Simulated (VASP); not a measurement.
# CoPdO2 (R-3m) in VASP: further runs

The runs below take CoPdO2 through single point, with PBEsol.

Everything below comes from runs of VASP 6.6.1. Logs are shortened: lines on timing, memory, paths and dates and some standing lists are left out, and cuts for length are marked.

### 1 The cell of the first run

The structure is trigonal, space group R-3m (No. 166). The conventional cell has a = 2.863 Å, b = 2.863 Å, c = 17.873 Å, α = 90.00°, β = 90.00°, γ = 120.00°. Within 2.5 Å of Co (site symmetry -3m) lie 6 O at 1.92 Å. Within 2.7 Å of Pd (site symmetry -3m) lie 2 O at 2.01 Å. Within 2.6 Å of O (site symmetry 3m) lie 3 Co at 1.92 Å and 1 Pd at 2.01 Å and 3 O at 2.55 Å.

### 2 Single point, PBEsol, collinear spin, ferromagnetic start

The input, INCAR:

```
SYSTEM = CoPdO2
PREC = Accurate
ENCUT = 520
EDIFF = 1E-6
ISMEAR = -1
SIGMA = 0.08
LREAL = .False.
LASPH = .True.
NELM = 150
ALGO = Normal
ISIF = 2
LWAVE = .False.
LCHARG = .False.
ISPIN = 2
MAGMOM = 0.8 0 0 0
LORBIT = 11
NUPDOWN = 0.8
LMAXMIX = 4
GGA = PS
NBANDS = 28
```

The input, KPOINTS:

```
regular mesh
0
Gamma
  12 12 12
  0 0 0
```

The input, POSCAR:

```
CoPdO2
1.0
    1.4316899074      0.8265865534      5.9577715763
   -1.4316899074      0.8265865534      5.9577715763
    0.0000000000     -1.6531731068      5.9577715763
Co Pd O
1 1 2
Direct
    0.5000000000      0.5000000000      0.5000000000
    0.0000000000      0.0000000000      0.0000000000
    0.8875240000      0.8875240000      0.8875240000
    0.1124760000      0.1124760000      0.1124760000
```

Potentials or basis: VASP PAW PBE potentials, release 64 (Co, Pd, O).

Run with:

```sh
cat potpaw_PBE.64/Co/POTCAR potpaw_PBE.64/Pd/POTCAR potpaw_PBE.64/O/POTCAR > POTCAR
mpirun -np 1 vasp_std > vasp.out
```

OUTCAR:

```text
SYSTEM = CoPdO2
   PREC = Accurate
   ENCUT = 520
   EDIFF = 1E-6
   ISMEAR = -1
   LREAL = .False.
   LASPH = .True.
   NELM = 150
   ISIF = 2
   ISPIN = 2
   LORBIT = 11
   NUPDOWN = 0.8
   GGA = PS

 ion  position               nearest neighbor table
   1  0.500  0.500  0.500-   4 1.92   3 1.92   4 1.92   4 1.92   3 1.92   3 1.92
   2  0.000  0.000  0.000-   3 2.01   4 2.01
   3  0.888  0.888  0.888-   1 1.92   1 1.92   1 1.92   2 2.01
   4  0.112  0.112  0.112-   1 1.92   1 1.92   1 1.92   2 2.01

  LATTYP: Found a trigonal (rhomboedric) cell.
 ALAT       =     6.1828814865
 COS(alpha) =     0.8927626487

  Lattice vectors:

 A1 = (   1.4316899074,   0.8265865534,   5.9577715763)
 A2 = (  -1.4316899074,   0.8265865534,   5.9577715763)
 A3 = (   0.0000000000,  -1.6531731068,   5.9577715763)

Analysis of symmetry for initial positions (statically):
=====================================================================
 Subroutine PRICEL returns:
 Original cell was already a primitive cell.

 Routine SETGRP: Setting up the symmetry group for a
 trigonal (rhombohedral) supercell.

 Subroutine GETGRP returns: Found 12 space group operations
 (whereof 12 operations were pure point group operations)
 out of a pool of 12 trial point group operations.

The static configuration has the point symmetry D_3d.

Analysis of symmetry for dynamics (positions and initial velocities):
=====================================================================
 Subroutine PRICEL returns:
 Original cell was already a primitive cell.

 Routine SETGRP: Setting up the symmetry group for a
 trigonal (rhombohedral) supercell.

 Subroutine GETGRP returns: Found 12 space group operations
 (whereof 12 operations were pure point group operations)
 out of a pool of 12 trial point group operations.

The dynamic configuration has the point symmetry D_3d.

Analysis of structural, dynamic, and magnetic symmetry:
=====================================================================
 Subroutine PRICEL returns:
 Original cell was already a primitive cell.

 Routine SETGRP: Setting up the symmetry group for a
 trigonal (rhombohedral) supercell.

 Subroutine GETGRP returns: Found 12 space group operations
 (whereof 12 operations were pure point group operations)
 out of a pool of 12 trial point group operations.

The overall configuration has the point symmetry D_3d.

 Subroutine INISYM returns: Found 12 space group operations
 (whereof 12 operations are pure point group operations),
 and found     1 'primitive' translations

----------------------------------------------------------------------------------------

                                     Primitive cell

  volume of cell :      42.3031

  direct lattice vectors                    reciprocal lattice vectors
     1.431689907  0.826586553  5.957771576     0.349237637  0.201632444  0.055949331
    -1.431689907  0.826586553  5.957771576    -0.349237637  0.201632444  0.055949331
     0.000000000 -1.653173107  5.957771576     0.000000000 -0.403264887  0.055949331

  length of vectors
     6.182881487  6.182881487  6.182881487     0.407127618  0.407127618  0.407127618

  position of ions in fractional coordinates (direct lattice)
     0.500000000  0.500000000  0.500000000
     0.000000000  0.000000000  0.000000000
     0.887524000  0.887524000  0.887524000
     0.112476000  0.112476000  0.112476000

  ion indices of the primitive-cell ions
   primitive index   ion index
                 1           1
                 2           2
                 3           3
                 4           4

----------------------------------------------------------------------------------------

 KPOINTS: regular mesh

Automatic generation of k-mesh.
 Grid dimensions read from file:
 generate k-points for:   12   12   12

 Generating k-lattice:

  Cartesian coordinates                     Fractional coordinates (reciprocal lattice)
     0.029103136  0.016802704  0.004662444     0.083333333  0.000000000  0.000000000
    -0.029103136  0.016802704  0.004662444     0.000000000  0.083333333  0.000000000
     0.000000000 -0.033605407  0.004662444     0.000000000  0.000000000  0.083333333

  Length of vectors
     0.033927301  0.033927301  0.033927301

  Shift w.r.t. Gamma in fractional coordinates (k-lattice)
     0.000000000  0.000000000  0.000000000

 Subroutine IBZKPT returns following result:
 ===========================================

 Found    189 irreducible k-points:

 Following reciprocal coordinates:
            Coordinates               Weight
  0.000000  0.000000  0.000000      1.000000
  0.083333  0.000000 -0.000000      6.000000
  0.166667 -0.000000 -0.000000      6.000000
  0.250000 -0.000000 -0.000000      6.000000
  0.333333 -0.000000 -0.000000      6.000000
  0.416667  0.000000 -0.000000      6.000000
[... 16 lines left out ...]
  0.500000  0.166667 -0.000000     12.000000
 -0.416667  0.166667  0.000000     12.000000
 [... further k-points ...]
   k-points           NKPTS =    189   k-points in BZ     NKDIM =    189   number of bands    NBANDS=     28
   number of dos      NEDOS =    301   number of ions     NIONS =      4
   total plane-waves  NPLWV = 110592
   dimension x,y,z NGX =    48 NGY =   48 NGZ =   48
   dimension x,y,z NGXF=    96 NGYF=   96 NGZF=   96
   ions per type =               1   1   2
   NGX,Y,Z   is equivalent  to a cutoff of  12.91, 12.91, 12.91 a.u.
   NGXF,Y,Z  is equivalent  to a cutoff of  25.81, 25.81, 25.81 a.u.
 SYSTEM =  CoPdO2
   PREC   = accura    normal or accurate (medium, high low for compatibility)
   ISTART =      0    job   : 0-new  1-cont  2-samecut
   ICHARG =      2    charge: 1-file 2-atom 10-const
   ISPIN  =      2    spin polarized calculation?
   LNONCOLLINEAR =      F non collinear calculations
   LSORBIT =      F    spin-orbit coupling
   LASPH  =      T    aspherical Exc in radial PAW
   ENCUT  =  520.0 eV  38.22 Ry    6.18 a.u.  11.50 11.50 11.50*2*pi/ulx,y,z
   NELM   =    150;   NELMIN=  2; NELMDL= -5     # of ELM steps
   EDIFF  = 0.1E-05   stopping-criterion for ELM
   LREAL  =      F    real-space projection
   EDIFFG = 0.1E-04   stopping-criterion for IOM
   NSW    =      0    number of steps for IOM
   IBRION =     -1    ionic relax: 0-MD 1-quasi-New 2-CG
   NFREE  =      0    steps in history (QN), initial steepest desc. (CG)
   ISIF   =      2    stress and relaxation
   ISYM   =      2    0-nonsym 1-usesym 2-fastsym
   POTIM  = 0.5000    time-step for ionic-motion
   TEBEG  =    0.0;   TEEND  =   0.0 temperature during run
   PSTRESS=    0.0 pullay stress
   NELECT =      31.0000    total number of electrons
   NUPDOWN=       0.8000    fix difference up-down
   EMIN   =  10.00;   EMAX   =-10.00  energy-range for DOS
   EFERMI =   0.00;   METHOD = LEGACY
   ISMEAR =    -1;   SIGMA  =   0.08  broadening in eV -4-tet -1-fermi 0-gaus
   EFERMI_NEDOS =   21; number of points for ismear=-14 and -15
   IALGO  =     38    algorithm
   IMIX   =      4    mixing-type and parameters
     AMIX     =   0.40;   BMIX     =  1.00
     AMIX_MAG =   1.60;   BMIX_MAG =  1.00
  volume/ion in A,a.u.               =      10.58        71.37
  Fermi-wavevector in a.u.,A,eV,Ry     =   1.475949  2.789139 29.639266  2.178425
  Thomas-Fermi vector in A             =   2.590535
   LORBIT       =     11    0 simple, 1 ext, 2 COOP (PROOUT), +10 PAW based schemes
   GGA     = PS    functional components
   LHFCALC =     F    Hartree Fock is set to
   AEXX    =    0.0000 exact exchange contribution
   IVDW    =     0    specifies the selected vdW correction
   LEPSILON=     F    determine dielectric tensor
   LRPA    =     F    only Hartree local field effects (RPA)
 spin polarized calculation
  energy-cutoff  :      520.00
  volume of cell :       42.30
 maximum number of plane-waves:      1168
 NGX is ok and might be reduce to    48
   NGX = 23   NGY = 23   NGZ = 23

 number of electron      31.0000000 magnetization       0.8000000

 Free energy of the ion-electron system (eV)
  ---------------------------------------------------
  ext. energy  EPLUGINS =         0.00000000
  ---------------------------------------------------
  free energy    TOTEN  =       -27.53748225 eV

  energy without entropy =      -27.46761090  energy(sigma->0) =      -27.50254657

 E-fermi :   6.9831     XC(G=0): -12.5789

 val. band max:        7.6279745856   @ k =  -0.3333   0.4167   0.1667
 cond. band min:       6.9854077122   @ k =  -0.2500  -0.2500   0.0833
 fundamental gap:     -0.6425668734
 Fermi energy:         7.6286509922

 spin component 1

 k-point     1 :       0.0000    0.0000    0.0000
  band No.  band energies     occupation
      1     -13.4450      1.00000
      2     -11.5849      1.00000
      3      -1.1523      1.00000
      4       1.2279      1.00000
      5       1.2279      1.00000
      6       2.3064      1.00000
[... 19 lines left out ...]
     26      26.1440      0.00000
     27      28.5414      0.00000
[... 667 lines left out ...]
      5       1.2424      1.00000
      6       1.6888      1.00000
[... 19 lines left out ...]
     26      23.2680      0.00000
     27      24.9040      0.00000

 [... further k-points ...]

 spin component 2

 k-point     1 :       0.0000    0.0000    0.0000
  band No.  band energies     occupation
      1     -13.3917      1.00000
      2     -11.5296      1.00000
      3      -1.0446      1.00000
      4       1.4020      1.00000
      5       1.4020      1.00000
      6       2.5105      1.00000
[... 19 lines left out ...]
     26      26.2255      0.00000
     27      28.6105      0.00000
[... 667 lines left out ...]
      5       1.3920      1.00000
      6       1.7677      1.00000
[... 19 lines left out ...]
     26      23.3483      0.00000
     27      24.9818      0.00000

 [... further k-points ...]

 [bands above 27 left out]

------------------------ aborting loop because EDIFF is reached ----------------------------------------

  FORCE on cell =-STRESS in cart. coord.  units (eV):
  Direction    XX          YY          ZZ          XY          YZ          ZX
  --------------------------------------------------------------------------------------
  -------------------------------------------------------------------------------------
  Total       -2.2068072     -2.2068072     -1.7379684      0.0000000      0.0000000      0.0000000
  in kB      -83.5800398    -83.5800398    -65.8233624      0.0000000      0.0000000      0.0000000
  external PRESSURE =     -77.6611473 kB  Pullay stress =       0.0000000 kB

 VOLUME and BASIS-vectors are now :
 -----------------------------------------------------------------------------
  energy-cutoff  :      520.00
  volume of cell :       42.30
      direct lattice vectors                 reciprocal lattice vectors
     1.431689907  0.826586553  5.957771576     0.349237637  0.201632444  0.055949331
    -1.431689907  0.826586553  5.957771576    -0.349237637  0.201632444  0.055949331
     0.000000000 -1.653173107  5.957771576     0.000000000 -0.403264887  0.055949331

 POSITION                                       TOTAL-FORCE (eV/Angst)
 -----------------------------------------------------------------------------------
      0.00000      0.00000      8.93666         0.000000      0.000000      0.000000
      0.00000      0.00000      0.00000         0.000000      0.000000      0.000000
      0.00000      0.00000     15.86300         0.000000     -0.000000     -0.230451
      0.00000      0.00000      2.01032         0.000000     -0.000000      0.230451
 -----------------------------------------------------------------------------------
    total drift:                                0.000000      0.000000     -0.000000

  FREE ENERGIE OF THE ION-ELECTRON SYSTEM (eV)
  ---------------------------------------------------
  free  energy   TOTEN  =       -27.5374822461 eV

  energy  without entropy=      -27.4676108972  energy(sigma->0) =      -27.50254657

 total charge

# of ion       s       p       d       tot
------------------------------------------
    1        0.424   0.642   7.303   8.368
    2        0.456   0.447   8.443   9.346
    3        1.560   3.400   0.000   4.960
    4        1.560   3.400   0.000   4.960
--------------------------------------------------
tot          3.999   7.888  15.745  27.633

 magnetization (x)

# of ion       s       p       d       tot
------------------------------------------
    1        0.003   0.007   0.427   0.437
    2        0.011   0.005   0.281   0.297
    3        0.007   0.020   0.000   0.027
    4        0.007   0.020   0.000   0.027
--------------------------------------------------
tot          0.028   0.052   0.707   0.788
```

Run time: 39 min. Hardware: 1 thread of Intel Xeon Platinum 8488C (Sapphire Rapids), shared host; peak memory 0.66 GiB.

Results:

- Free energy: -27.5375 eV
- Pressure: -7.8 GPa
- Largest force: 0.230 eV/Å
- Net moment: 0.80 μB per cell
- Site moments: Co +0.44; Pd +0.30; O +0.03 μB
- Valence electrons inside the program's atomic spheres: Co 8.37; Pd 9.35; O 4.96

Forces on the atoms (eV/Å):
```
Co   0.000  0.000  0.000
Pd   0.000  0.000  0.000
O    0.000  0.000 -0.230
O    0.000  0.000  0.230
```

Caveat: the cell stands under tension; the PAW data sets were made with another functional, which shifts forces and pressure a little; the total moment is fixed, so each spin has its own Fermi level and the state may be an excited one; a cell with one magnetic atom can't hold antiferromagnetic order, which such compounds often take.

### 3 Single point, PBEsol, collinear spin

The input, INCAR:

```
PREC     = Accurate       # precision mode
ENCUT    = 520            # plane-wave cutoff, eV
EDIFF    = 1E-6           # SCF threshold, eV
ISMEAR   = -1             # smearing method
SIGMA    = 0.08           # smearing width, eV
LREAL    = False          # projectors in reciprocal space
LASPH    = True           # aspherical terms in the spheres
NELM     = 150            # most SCF steps
ALGO     = Normal         # electronic algorithm
ISIF     = 2              # what is computed and relaxed
LWAVE    = False          # write WAVECAR
LCHARG   = False          # write CHGCAR
ISPIN    = 2              # spin polarisation
MAGMOM   = 0.15 0 0 0     # initial moments
LORBIT   = 11             # projections on sites
NUPDOWN  = 0.15           # fixed moment
LMAXMIX  = 4              # l up to which the mixer works
GGA      = PS             # functional
NBANDS   = 28             # bands
```

The input, KPOINTS:

```
Automatic mesh
0
Gamma
  12 12 12
```

POSCAR is that of step 2.

Potentials or basis: VASP PAW PBE potentials, release 64 (Co, Pd, O).

Run with:

```sh
cat potpaw_PBE.64/Co/POTCAR potpaw_PBE.64/Pd/POTCAR potpaw_PBE.64/O/POTCAR > POTCAR
mpirun -np 1 vasp_std > vasp.out
```

OUTCAR:

```text
PREC = Accurate
   ENCUT = 520
   EDIFF = 1E-6
   ISMEAR = -1
   LREAL = False
   LASPH = True
   NELM = 150
   ISIF = 2
   ISPIN = 2
   LORBIT = 11
   NUPDOWN = 0.15
   GGA = PS

 ion  position               nearest neighbor table
   1  0.500  0.500  0.500-   4 1.92   3 1.92   4 1.92   4 1.92   3 1.92   3 1.92
   2  0.000  0.000  0.000-   3 2.01   4 2.01
   3  0.888  0.888  0.888-   1 1.92   1 1.92   1 1.92   2 2.01
   4  0.112  0.112  0.112-   1 1.92   1 1.92   1 1.92   2 2.01
[... 1672 lines left out ...]
  energy-cutoff  :      520.00
  volume of cell :       42.30
      direct lattice vectors                 reciprocal lattice vectors
     1.431689907  0.826586553  5.957771576     0.349237637  0.201632444  0.055949331
    -1.431689907  0.826586553  5.957771576    -0.349237637  0.201632444  0.055949331
     0.000000000 -1.653173107  5.957771576     0.000000000 -0.403264887  0.055949331

 POSITION                                       TOTAL-FORCE (eV/Angst)
 -----------------------------------------------------------------------------------
      0.00000      0.00000      8.93666         0.000000     -0.000000     -0.000000
      0.00000      0.00000      0.00000        -0.000000      0.000000     -0.000000
      0.00000      0.00000     15.86300        -0.000000     -0.000000     -0.229686
      0.00000      0.00000      2.01032        -0.000000      0.000000      0.229686
 -----------------------------------------------------------------------------------
    total drift:                                0.000000      0.000000     -0.000000

  FREE ENERGIE OF THE ION-ELECTRON SYSTEM (eV)
  ---------------------------------------------------
  free  energy   TOTEN  =       -27.6979403561 eV

  energy  without entropy=      -27.6723158255  energy(sigma->0) =      -27.68512809

 total charge

# of ion       s       p       d       tot
------------------------------------------
    1        0.422   0.640   7.315   8.377
    2        0.456   0.448   8.436   9.341
    3        1.555   3.404   0.000   4.959
    4        1.555   3.404   0.000   4.959
--------------------------------------------------
tot          3.988   7.896  15.752  27.636

 magnetization (x)

# of ion       s       p       d       tot
------------------------------------------
    1        0.001   0.001   0.047   0.049
    2        0.004   0.002   0.082   0.089
    3        0.001   0.003   0.000   0.005
    4        0.001   0.003   0.000   0.005
--------------------------------------------------
tot          0.008   0.009   0.130   0.147
```

stdout:

```text
POSCAR found type information on POSCAR CoPdO
 POSCAR found :  3 types and       4 ions
 scaLAPACK will be used
 -----------------------------------------------------------------------------
|                                                                             |
|                                                                             |
|     You enforced a specific xc type in the INCAR file but a different       |
|     I HOPE YOU KNOW WHAT YOU ARE DOING!                                     |
|                                                                             |
 -----------------------------------------------------------------------------

 LDA part: xc-table for (Slater+PW92), standard interpolation
 POSCAR, INCAR and KPOINTS ok, starting setup
 FFT: planning ... GRIDC
 FFT: planning ... GRID_SOFT
 FFT: planning ... GRID
 WAVECAR not read
 entering main loop
```

Run time: 61 min. Hardware: 1 thread of Intel Xeon 8259CL, shared host; peak memory 0.67 GiB.

Results:

```yaml
Free_energy: -27.6979 eV
Pressure: -10.2 GPa
Largest_force: 0.230 eV/Å
Net_moment: 0.15 μB per cell
Site_moments: Co +0.05; Pd +0.09; O +0.01 μB
Valence_electrons_inside_the_program's_atomic_spheres: Co 8.38; Pd 9.34; O 4.96
```

Forces in eV/Å, atoms in the order of the input:
```
Co   0.000  0.000  0.000
Pd   0.000  0.000  0.000
O    0.000  0.000 -0.230
O    0.000  0.000  0.230
```

Caveat: the cell stands under tension; the PAW data sets were made with another functional, which shifts forces and pressure a little; the total moment is fixed, so each spin has its own Fermi level and the state may be an excited one.

(Continued in part 2 of 2.)
